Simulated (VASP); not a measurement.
ZnS:

```
Zn S
1.0
     0.00000    2.72176    2.72176
     2.72176    0.00000    2.72176
     2.72176    2.72176    0.00000
Zn S
1 1
Cartesian
  0.0000 0.0000 0.0000
  1.3609 1.3609 1.3609
```

* Program: VASP 6.6.1
* Task: relaxation of cell and atoms
* Functional: PBEsol
* Potentials or basis: VASP PAW PBE potentials, release 64 (Zn, S)
* Cutoff: 600 eV
* k mesh: 8 × 8 × 8
* Occupations: fermi-dirac, width 0.02 eV
* Spin: no spin polarisation

At the start: pressure -3.2 GPa; volume 20.16 Å³/atom.

Q: How do energy, volume and symmetry change on relaxing?

A: Over 5 steps the energy falls by 9.6 meV/atom and the volume is 19.28 Å³/atom (-4.4 %); space group F-43m (No. 216, to 0.05 Å).

The path:
| step | energy change (eV) | largest force (eV/Å) | pressure (GPa) | volume (Å³) |
| --- | --- | --- | --- | --- |
| 1 | 0.0000 | 0.0000 | -3.19 | 40.33 |
| 2 | -0.0176 | 0.0000 | 1.14 | 38.02 |
| 3 | -0.0192 | 0.0000 | -0.09 | 38.52 |
| 4 | -0.0192 | 0.0000 | 0.11 | 38.48 |
| 5 | -0.0192 | 0.0000 | -0.04 | 38.55 |

Final structure:
```
Zn S
1.0
     0.00000    2.68129    2.68129
     2.68129    0.00000    2.68129
     2.68129    2.68129    0.00000
Zn S
1 1
Direct
  0.00000 0.00000 0.00000
  0.25000 0.25000 0.25000
```

Caveat: the PAW data sets were made with another functional, which shifts forces and pressure a little.
